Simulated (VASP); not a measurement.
Crystal: SiPbO2.

```
CELL_PARAMETERS angstrom
2.61239 0.00000 0.00000
-1.30619 2.26239 0.00000
0.00000 0.00000 10.05985
ATOMIC_POSITIONS crystal
Si 0.66667 0.33333 0.08807
Si 0.33333 0.66667 0.58807
Pb 0.66667 0.33333 0.33807
Pb 0.33333 0.66667 0.83807
O 0.33333 0.66667 0.17614
O 0.00000 0.00000 0.00000
O 0.66667 0.33333 0.67614
O 0.00000 0.00000 0.50000
```

| Item | Value |
| --- | --- |
| Program | VASP 6.6.1 |
| Task | relaxation of cell and atoms |
| Functional | PBE |
| Potentials or basis | VASP PAW PBE potentials, release 64 (Si, Pb_d, O) |
| Cutoff | 600 eV |
| k mesh | 6 × 6 × 2 |
| Occupations | gaussian, width 0.1 eV |
| Spin | no spin polarisation |

At the start: pressure 266.3 GPa; volume 7.43 Å³/atom.

**Question.** Where does the relaxation end?

**Answer.** Over 18 steps the energy falls by 3427.8 meV/atom and the volume is 13.39 Å³/atom (+80.1 %); space group P6_3mc (No. 186, to 0.05 Å).

Step by step:
| step | energy change (eV) | largest force (eV/Å) | pressure (GPa) | volume (Å³) |
| --- | --- | --- | --- | --- |
| 1 | 0.0000 | 6.8679 | 266.31 | 59.46 |
| 2 | 3.3392 | 1.1434 | -49.62 | 241.43 |
| 3 | -25.2637 | 0.9702 | -16.11 | 120.14 |
| 4 | -25.7566 | 0.9803 | -9.43 | 113.13 |
| 5 | -25.9134 | 0.9991 | -1.58 | 106.69 |
| 6 | -25.9099 | 0.9954 | -3.09 | 107.83 |
| 7 | -26.8348 | 0.7604 | -0.69 | 106.67 |
| 8 | -27.2773 | 0.9604 | 1.82 | 104.74 |
| 9 | -25.1637 | 2.6123 | 26.33 | 99.07 |
| 10 | -27.3310 | 0.8258 | 2.92 | 104.35 |
| 11 | -27.3356 | 0.7760 | 4.06 | 103.90 |
| 12 | -27.3719 | 0.4324 | -3.41 | 109.35 |
| 13 | -27.4080 | 0.2866 | -0.52 | 107.08 |
| 14 | -27.4197 | 0.1330 | 0.75 | 106.73 |
| 15 | -27.4206 | 0.0809 | 0.50 | 106.80 |
| 16 | -27.4218 | 0.0464 | -0.46 | 107.40 |
| 17 | -27.4220 | 0.0526 | -0.21 | 107.22 |
| 18 | -27.4225 | 0.0379 | -0.03 | 107.09 |

Final structure:
```
Si Pb O
1.0
     2.92769    0.00000    0.00000
    -1.46385    2.53546    0.00000
     0.00000    0.00000   14.42678
Si Pb O
2 2 4
Direct
  0.66667 0.33333 0.08804
  0.33333 0.66667 0.58804
  0.66667 0.33333 0.33867
  0.33333 0.66667 0.83867
  0.33333 0.66667 0.14509
  0.00000 0.00000 0.03049
  0.66667 0.33333 0.64509
  0.00000 0.00000 0.53049
```

Caveat: the k points lie up to 0.41 Å⁻¹ apart in the final cell; the volume moved by over 15 % at a fixed basis, so the end points are rough.
